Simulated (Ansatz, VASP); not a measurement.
# Two plane-wave programs on GaAs

```
Ga As
1.0
     0.00000    2.87269    2.90142
     2.87269    0.00000    2.90142
     2.87269    2.87269    0.00000
Ga As
1 1
Direct
  0.00000 0.00000 0.00000
  0.75000 0.75000 0.75000
```

Change from the starting cell: strain +0.0100 x Voigt [0, 0, 1, 0, 0, 0], atoms carried along.

Alike in both runs: task single point; functional PBE; k mesh 10 × 10 × 10; occupations gaussian, width 0.03 eV; no spin polarisation.

|  | VASP | Ansatz |
| --- | --- | --- |
| version | VASP 6.6.1 | Ansatz 0.2.0 |
| potentials or method | VASP PAW PBE potentials, release 64 (Ga_d, As), cutoff 520 eV | scalar-relativistic, plane waves, PAW |
| valence electrons in the cell | 18 | 28 |

```tsv
	VASP	Ansatz	Ansatz less VASP
gap on the k mesh at the Fermi level (eV)	0.07	0.07	-0.002
least direct gap on the mesh (eV)	0.07	0.07	-0.002
pressure (GPa)	-0.4	-0.6	-0.17
traceless stress, the component that is largest in VASP (GPa)	-0.39	-0.39	-0.001
```

VASP's potentials hold 18 valence electrons a cell and Ansatz's 28, so a difference there can come from the potentials and not from the codes.
